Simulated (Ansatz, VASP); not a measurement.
Two plane-wave programs on TiC

```xyz
2
Lattice="0.0000 2.1640 2.2289 2.1640 0.0000 2.2289 2.1640 2.1640 0.0000" Properties=species:S:1:pos:R:3 pbc="T T T"
Ti    0.0000    0.0000    0.0000
C     2.1640    2.1640    2.2289
```

Change from the starting cell: strain +0.000 along x and y, +0.030 along z, atoms carried along.

Alike in both runs: task single point; functional r2SCAN; k mesh 18 × 18 × 18; occupations gaussian, width 0.15 eV; no spin polarisation.

|  | VASP | Ansatz |
| --- | --- | --- |
| version | VASP 6.6.1 | Ansatz 0.2.0 |
| potentials or method | VASP PAW PBE potentials, release 64 (Ti_sv, C), cutoff 520 eV | scalar-relativistic, plane waves, PAW |
| valence electrons in the cell | 16 | 16 |

```tsv
	VASP	Ansatz	Ansatz less VASP
gap on the k mesh at the Fermi level (eV)	none	none	-
pressure (GPa)	-6.1	-6.9	-0.89
traceless stress, the component that is largest in VASP (GPa)	-6.61	-6.50	+0.113
```

VASP's potentials were made for PBE, not for r2SCAN. A gap of «none» marks a metal or a gap that the smearing closes. The functional is the same, so the differences come from potentials, cutoffs and numerics.
